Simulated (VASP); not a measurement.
Crystal: PtS2.

```xyz
3
Lattice="3.3262 0.0000 0.0000 -1.6631 2.8806 0.0000 0.0000 0.0000 6.8215" Properties=species:S:1:pos:R:3 pbc="T T T"
Pt    0.0000    0.0000    0.0000
S     0.0000    1.9204    1.2889
S     1.6631    0.9602    5.5326
```

- Program: VASP 6.6.1
- Task: relaxation of the atoms
- Functional: PBE
- Potentials or basis: VASP PAW PBE potentials, release 64 (Pt, S)
- Cutoff: 520 eV
- k mesh: 9 × 9 × 4
- Occupations: gaussian, width 0.05 eV
- Spin: no spin polarisation

At the start: pressure 16.3 GPa; volume 21.79 Å³/atom.

Task: How do energy, volume and symmetry change on relaxing?

Result: Over 3 steps the energy falls by 36.8 meV/atom at a fixed cell; space group P-3m1 (No. 164, to 0.1 Å) before and after.

The path:
| step | energy change (eV) | largest force (eV/Å) | pressure (GPa) |
| --- | --- | --- | --- |
| 1 | 0.0000 | 1.3257 | 16.29 |
| 2 | -0.1035 | 0.3168 | 10.52 |
| 3 | -0.1104 | 0.0029 | 8.68 |

Final structure:
```cif
data_structure
_symmetry_space_group_name_H-M 'P 1'
_symmetry_Int_Tables_number 1
_cell_length_a 3.3262
_cell_length_b 3.3262
_cell_length_c 6.8215
_cell_angle_alpha 90.000
_cell_angle_beta 90.000
_cell_angle_gamma 120.000
_cell_volume 65.36
loop_
_atom_site_label
_atom_site_type_symbol
_atom_site_fract_x
_atom_site_fract_y
_atom_site_fract_z
_atom_site_occupancy
Pt1 Pt 0.00000 0.00000 0.00000 1
S1 S 0.33333 0.66667 0.20158 1
S2 S 0.66667 0.33333 0.79842 1
```

Caveat: this functional lacks dispersion, which binds layers or chains, so the pressure and a relaxed spacing across them are unreliable.
